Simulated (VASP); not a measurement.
A run of VASP 6.6.1:

File POSCAR:

```
BiTe
1.0
    2.4227077728      1.3987509848      3.3172919545
   -2.4227077728      1.3987509848      3.3172919545
    0.0000000000     -2.7975019696      3.3172919545
Bi Te
1 1
Direct
    0.5000000000      0.5000000000      0.5000000000
    0.0000000000      0.0000000000      0.0000000000
```

Contents of INCAR.step1:

```
SYSTEM = BiTe
PREC     = Accurate       ! precision mode
ENCUT    = 520            ! plane-wave cutoff, eV
EDIFF    = 1E-5           ! SCF threshold, eV
ISMEAR   = -1             ! smearing method
SIGMA    = 0.05           ! smearing width, eV
LREAL    = .False.        ! projectors in reciprocal space
LASPH    = .True.         ! aspherical terms in the spheres
NELM     = 80             ! most SCF steps
ALGO     = Normal         ! electronic algorithm
ISIF     = 2              ! what is computed and relaxed
LWAVE    = .True.         ! write WAVECAR
LCHARG   = .False.        ! write CHGCAR
GGA      = PE             ! functional
NBANDS   = 18             ! bands
```

Contents of INCAR.step2:

```
SYSTEM = BiTe
PREC     = Accurate       ! precision mode
ENCUT    = 520            ! plane-wave cutoff, eV
EDIFF    = 1E-6           ! SCF threshold, eV
ISMEAR   = -1             ! smearing method
SIGMA    = 0.05           ! smearing width, eV
LREAL    = .False.        ! projectors in reciprocal space
LASPH    = .True.         ! aspherical terms in the spheres
NELM     = 80             ! most SCF steps
ALGO     = Normal         ! electronic algorithm
ISIF     = 2              ! what is computed and relaxed
LWAVE    = .False.        ! write WAVECAR
LCHARG   = .False.        ! write CHGCAR
METAGGA  = R2SCAN         ! meta-GGA
LHFCALC  = .True.         ! exact exchange
AEXX     = 0.5            ! exact-exchange fraction
LMIXTAU  = .True.       
PRECFOCK = Normal       
ISTART   = 1            
NBANDS   = 18             ! bands
```

KPOINTS

```
regular mesh
0
Gamma
  4 4 4
  0 0 0
```

Potentials or basis: VASP PAW PBE potentials, release 64 (Bi_d, Te).

The run is started by

```bash
$ cat potpaw_PBE.64/Bi_d/POTCAR potpaw_PBE.64/Te/POTCAR > POTCAR
$ cp INCAR.step1 INCAR
$ mpirun -np 1 vasp_std > vasp.out
$ cp INCAR.step2 INCAR
$ mpirun -np 1 vasp_std > vasp.out
```

Hardware: 1 thread of Intel(R) Xeon(R) Platinum 8375C CPU @ 2.90GHz (Ice Lake) (shared host).

Q: Estimate the wall time of this run.

A: Wall time 29 min on 1 thread of Intel(R) Xeon(R) Platinum 8375C CPU @ 2.90GHz (Ice Lake), on a shared host, peak memory 0.22 GiB. Counts: k points 13.
